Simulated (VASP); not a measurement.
MgCd2Se3, 12 atoms in the cell. The structure is hexagonal, space group P6_3mc (No. 186). Conventional cell: a = 4.342 Å, b = 4.342 Å, c = 21.169 Å, α = 90.00°, β = 90.00°, γ = 120.00°. Within 3.4 Å of Mg (site symmetry 3m) lie 4 Se at 2.61 to 2.62 Å. Cd (site symmetry 3m) has 4 Se at 2.67 to 2.68 Å within 3.5 Å. Within 3.5 Å of Cd (site symmetry 3m) lie 4 Se at 2.67 to 2.68 Å. Within 3.5 Å of Se (site symmetry 3m) lie 4 Cd at 2.67 to 2.68 Å. Se (site symmetry 3m) has 1 Mg at 2.61 Å and 3 Cd at 2.67 Å within 3.4 Å. Se (site symmetry 3m) has 3 Mg at 2.62 Å and 1 Cd at 2.68 Å within 3.5 Å. 

| Quantity | Value |
| --- | --- |
| Program | VASP 6.6.1 |
| Task | single point |
| Functional | PBE |
| Potentials or basis | VASP PAW PBE potentials, release 64 (Mg, Cd, Se) |
| Cutoff | 520 eV |
| k mesh | 6 × 6 × 2 |
| Occupations | gaussian, width 0.02 eV |
| Spin | no spin polarisation |
| Dipole correction | no |
| k mesh for the DOS | 9 × 9 × 3 |
| Occupations for the DOS | tetrahedron |
| Further INCAR settings | ALGO = Normal; EDIFF = 1e-06; NBANDS = 56 |

Potentials or basis: VASP PAW PBE potentials, release 64 (Mg, Cd, Se).

Run with:

```sh
$ cat potpaw_PBE.64/Mg/POTCAR potpaw_PBE.64/Cd/POTCAR potpaw_PBE.64/Se/POTCAR > POTCAR
$ cp INCAR.step1 INCAR
$ cp KPOINTS.step1 KPOINTS
$ mpirun -np 1 vasp_std > vasp.out
$ cp INCAR.step2 INCAR
$ cp KPOINTS.step2 KPOINTS
$ mpirun -np 1 vasp_std > vasp.out
```

Hardware: 1 thread of Intel(R) Xeon(R) 6975P-C (Granite Rapids), with other jobs on the host.

Problem. Estimate the wall time of this run.

Solution. It took 6.2 min on 1 thread of Intel(R) Xeon(R) 6975P-C (Granite Rapids) (shared host), peak memory 0.62 GiB. Counts: k points 24.
